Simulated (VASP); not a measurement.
# Be2Ge (P1) in VASP: notebook, part 2 of 2

VASP 6.6.1.

## Step 3: Single point, PBE

The input, INCAR:

```
  PREC = Accurate
  ENCUT = 520
  EDIFF = 1E-6
  ISMEAR = -1
  SIGMA = 0.146
  LREAL = Auto
  LASPH = T
  NELM = 100
  ALGO = Normal
  ISIF = 2
  LWAVE = F
  LCHARG = F
  GGA = PE
  NBANDS = 90
```

The input, KPOINTS:

```
regular mesh
0
Gamma
  2 2 2
```

The input, POSCAR:

```
Be2Ge
1.0
    0.0000000000      5.3566080218      5.3566080218
    5.3566080218      0.0000000000      5.3566080218
    5.3566080218      5.3566080218      0.0000000000
Ge Be
8 16
Direct
    0.0154431684     -0.0071791701     -0.0033664961
   -0.0000588059      0.0135682879      0.4859209390
    0.0013449743      0.4823163258      0.0187296699
    0.0117469861      0.4886155547      0.4932856743
    0.4911458873      0.0028144677     -0.0111262575
    0.4848867958      0.0010856684      0.4874992699
    0.4919172710      0.5114453006      0.0155144822
    0.5053616933      0.4945707226      0.5085706270
    0.1565524296      0.0784285500      0.1460050832
    0.3639737110      0.3559630446      0.3691180112
    0.1220194753      0.1386912197      0.6274620966
    0.4013710713      0.3685000829      0.8608525173
    0.1501133734      0.6081412877      0.1369401115
    0.3289760970      0.9206279384      0.3690818876
    0.1165256068      0.6414473462      0.5987628714
    0.3454824382      0.9075052683      0.8578172943
    0.6657644139      0.1312800931      0.1110243642
    0.8454706750      0.4384298777      0.3393729750
    0.5802623577      0.1195820186      0.6297953829
    0.8997408398      0.3678234420      0.8906916430
    0.6383202740      0.5650354642      0.1707947448
    0.8864480060      0.8955054170      0.3567514166
    0.6530427438      0.6528844347      0.6709385838
    0.8315277097      0.9130109913      0.9046622378
```

Potentials or basis: VASP PAW PBE potentials, release 64 (Ge_d, Be).

Started as:

```sh
$ cat potpaw_PBE.64/Ge_d/POTCAR potpaw_PBE.64/Be/POTCAR > POTCAR
$ mpirun -np 1 vasp_std > vasp.out
```

It took 7.3 min on 1 thread of Intel Xeon Platinum 8488C (Sapphire Rapids), shared host; peak memory 0.48 GiB.

It converged, with:

* Free energy: -85.4788 eV
* Pressure: 5.6 GPa
* Largest force: 3.278 eV/Å
* Band gap on the k mesh: 0.17 eV

Forces on the atoms (eV/Å):
```
Ge   0.568 -0.641 -0.690
Ge   2.619 -0.386 -1.933
Ge  -1.064 -0.487  2.461
Ge   1.486 -0.778 -0.576
Ge  -0.189  1.044  0.046
Ge  -1.295  0.563  0.180
Ge  -1.362  0.379  0.917
Ge   1.335 -0.608 -0.875
Be   0.440 -1.504  0.228
Be   0.714  0.789  0.919
Be  -0.518 -0.019 -0.826
Be   0.656  0.132 -0.190
Be   0.059 -1.373 -0.709
Be  -1.492  1.325  0.387
Be   0.420  0.834  0.234
Be  -1.130  1.163  0.827
Be   0.365 -0.782 -0.624
Be   0.826  1.997 -0.462
Be   0.157  0.338  0.906
Be  -0.314 -1.015 -0.354
Be  -0.174 -0.985  0.827
Be   0.235  0.353 -0.814
Be  -0.762 -0.573 -0.008
Be  -1.578  0.233  0.128
```

Stress tensor (GPa, compression positive):
```
 5.75  0.13 -3.64
 0.13  5.96  1.85
-3.64  1.85  5.07
```

Levels at points of the mesh, in eV from the valence-band top:
```tsv
k point	band 69	band 70	band 71	band 72	band 73	band 74	band 75	band 76
(0.00, 0.00, 0.00)	-0.62	-0.22	-0.04	0.00	0.17	0.29	0.37	0.51
(0.50, 0.00, 0.00)	-1.06	-1.00	-0.47	-0.03	0.65	0.74	0.87	0.98
(0.00, 0.50, 0.00)	-1.12	-1.01	-0.54	-0.29	0.48	0.60	0.70	0.85
(0.00, 0.00, 0.50)	-1.43	-0.59	-0.41	-0.02	0.47	0.52	0.79	1.04
(0.50, 0.50, 0.50)	-1.18	-1.07	-0.69	-0.04	0.51	0.60	0.74	0.81
(0.50, 0.50, 0.00)	-1.77	-1.29	-1.14	-0.86	0.54	0.74	1.47	1.60
(0.00, 0.50, 0.50)	-1.83	-1.28	-1.11	-0.98	0.55	0.71	1.41	1.51
(0.50, 0.00, 0.50)	-1.79	-1.63	-1.33	-0.87	0.58	0.62	1.48	1.50
```

Caveat: the k points lie up to 0.51 Å⁻¹ apart; the atoms stand as in a frame of molecular dynamics; the structure was generated, so it needn't be the stable form of Be2Ge; forces of over 1 eV/Å act on the atoms, so gaps and moduli don't describe the material at rest. A k mesh can miss the band edges.

## Step 4: Single point, PBE

The input, INCAR:

```
SYSTEM = Be2Ge
  PREC = Accurate
  ENCUT = 520
  EDIFF = 1E-7
  ISMEAR = -1
  SIGMA = 0.146
  LREAL = Auto
  LASPH = .TRUE.
  NELM = 60
  ALGO = Normal
  ISIF = 2
  LWAVE = .FALSE.
  LCHARG = .FALSE.
  GGA = PE
  NBANDS = 90
```

The input, KPOINTS:

```
Automatic mesh
0
G
  2 2 2
  0 0 0
```

The input, POSCAR:

```
Be2Ge
1.0
    0.0000000000      5.3566080218      5.3566080218
    5.3566080218      0.0000000000      5.3566080218
    5.3566080218      5.3566080218      0.0000000000
Ge Be
8 16
Direct
    0.0194571825     -0.0094631714     -0.0040173744
   -0.0074035658      0.0211452844      0.4858819218
    0.0064077864      0.4776087758      0.0205766410
    0.0128382551      0.4860651534      0.4920950888
    0.4891592757      0.0021553752     -0.0146084051
    0.4810949372     -0.0007097775      0.4808104288
    0.4922300622      0.5151557644      0.0195820750
    0.5038399280      0.4938138070      0.5144968586
    0.1514106496      0.0841003296      0.1404921728
    0.3707727898      0.3577598906      0.3736865740
    0.1167674576      0.1294489903      0.6313979829
    0.4049077310      0.3700823342      0.8649438191
    0.1358148659      0.6090247759      0.1353117490
    0.3469133811      0.9112105982      0.3594095353
    0.1208879756      0.6465896862      0.5999206003
    0.3707447870      0.9037470131      0.8408224910
    0.6628178664      0.1395860024      0.1061670926
    0.8375221748      0.4449849588      0.3649962797
    0.5739189777      0.1263484274      0.6271155153
    0.8976487509      0.3699862846      0.8862004613
    0.6449643106      0.5591587041      0.1692632719
    0.8834440528      0.8927449014      0.3665509016
    0.6662804121      0.6607237240      0.6754530078
    0.8343325630      0.9091760084      0.9000366427
```

Started as:

```sh
$ cat potpaw_PBE.64/Ge_d/POTCAR potpaw_PBE.64/Be/POTCAR > POTCAR
$ mpirun -np 1 vasp_std > vasp.out
```

It took 7 min on 1 thread of Intel Xeon Platinum 8488C (Sapphire Rapids), shared host; peak memory 0.47 GiB.

Results (log left out):

```yaml
Free_energy: -86.3411 eV
Pressure: 4.3 GPa
Largest_force: 2.050 eV/Å
Band_gap_on_the_k_mesh: 0.04 eV
```

Forces on the atoms (eV/Å):
```
Ge   0.251 -0.241 -0.567
Ge   1.719  0.206 -1.098
Ge  -0.388 -0.246  1.481
Ge   1.714  0.124 -0.048
Ge  -0.076  1.261  0.472
Ge  -0.927  0.900  0.787
Ge  -1.265 -0.310  0.531
Ge   1.215 -1.141 -0.858
Be   0.564 -1.022  0.148
Be   0.794  0.740  0.738
Be  -0.349 -0.137 -0.494
Be   0.701  0.253 -0.375
Be  -0.188 -0.832 -0.201
Be  -1.021  0.107 -0.795
Be   0.280  0.555 -0.043
Be  -0.324  0.452 -0.261
Be   0.120 -0.654 -0.604
Be  -0.683  0.780  0.159
Be  -0.201  0.234  0.777
Be  -0.175 -0.588 -0.251
Be   0.276 -0.363  0.752
Be  -0.029  0.058 -0.570
Be  -0.621 -0.516  0.061
Be  -1.385  0.380  0.259
```

Stress tensor (GPa, compression positive):
```
 4.35  1.14 -1.49
 1.14  4.64  1.79
-1.49  1.79  4.05
```

Levels at points of the mesh, in eV from the valence-band top:
| k point | band 70 | band 71 | band 72 | band 73 | band 74 | band 75 |
| --- | --- | --- | --- | --- | --- | --- |
| (0.00, 0.00, 0.00) | -0.25 | -0.10 | 0.00 | 0.04 | 0.19 | 0.32 |
| (0.50, 0.00, 0.00) | -1.04 | -0.48 | -0.10 | 0.46 | 0.63 | 0.75 |
| (0.00, 0.50, 0.00) | -0.86 | -0.67 | -0.50 | 0.36 | 0.51 | 0.63 |
| (0.00, 0.00, 0.50) | -0.72 | -0.47 | -0.11 | 0.35 | 0.52 | 0.74 |
| (0.50, 0.50, 0.50) | -1.04 | -0.76 | -0.14 | 0.49 | 0.61 | 0.66 |
| (0.50, 0.50, 0.00) | -1.36 | -1.21 | -0.95 | 0.41 | 0.73 | 1.39 |
| (0.00, 0.50, 0.50) | -1.37 | -1.25 | -1.00 | 0.54 | 0.58 | 1.32 |
| (0.50, 0.00, 0.50) | -1.69 | -1.33 | -1.00 | 0.50 | 0.62 | 1.36 |

Caveat: the k points lie up to 0.51 Å⁻¹ apart; the smearing spreads over this small gap; the atoms stand as in a frame of molecular dynamics; the structure was generated, so it needn't be the stable form of Be2Ge; forces of over 1 eV/Å act on the atoms, so gaps and moduli don't describe the material at rest. A k mesh can miss the band edges.

## Step 5: Overview

| cell | gap on the mesh (eV) | pressure (GPa) | largest force (eV/Å) |
| --- | --- | --- | --- |
| as given, atomic positions A | 0.12 | 3.3 | 2.56 |
| as given, atomic positions B | 0.17 | 5.6 | 3.28 |
| as given, atomic positions C | 0.04 | 4.3 | 2.05 |

Alike in all rows: task single point; level PBE; potentials or basis VASP PAW PBE potentials, release 64 (Ge_d, Be); no spin polarisation; k mesh 2 × 2 × 2; cutoff (eV) 520; smearing fermi-dirac 0.146 eV.

Caveats: all runs use coarse meshes; the atoms stand as in a frame of molecular dynamics; the structure was generated, so it needn't be the stable form of Be2Ge; forces of over 1 eV/Å act on the atoms, so gaps and moduli don't describe the material at rest; the smearing spreads over this small gap (at least some runs).

Total energies depend on the potentials used, so only differences within one code and one set of settings carry meaning.
